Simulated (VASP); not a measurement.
The system is NaH.

```
Na H
1.0
     0.00000    2.42362    2.42362
     2.42362    0.00000    2.42362
     2.42362    2.42362    0.00000
Na H
1 1
Direct
  0.00000 0.00000 0.00000
  0.50000 0.50000 0.50000
```

Base run:

```yaml
Program: VASP 6.6.1
Functional: LDA
Potentials_or_basis: VASP PAW LDA potentials, release 64 (Na_pv, H)
Cutoff: 520 eV
k_mesh: 9 × 9 × 9
Occupations: fermi-dirac, width 0.05 eV
Spin: no spin polarisation
```

Its results: band gap on the k mesh 3.70 eV, indirect (least direct gap 4.45 eV); pressure -2.3 GPa.

Question: The run is repeated on the same cell with these changes: functional from LDA to PBE; potentials or basis from VASP PAW LDA potentials, release 64 (Na_pv, H) to VASP PAW PBE potentials, release 64 (Na_pv, H). What comes out?

Answer: Band gap on the k mesh 4.05 eV, indirect (least direct gap 4.75 eV); pressure -0.2 GPa.

A k mesh can miss the band edges.
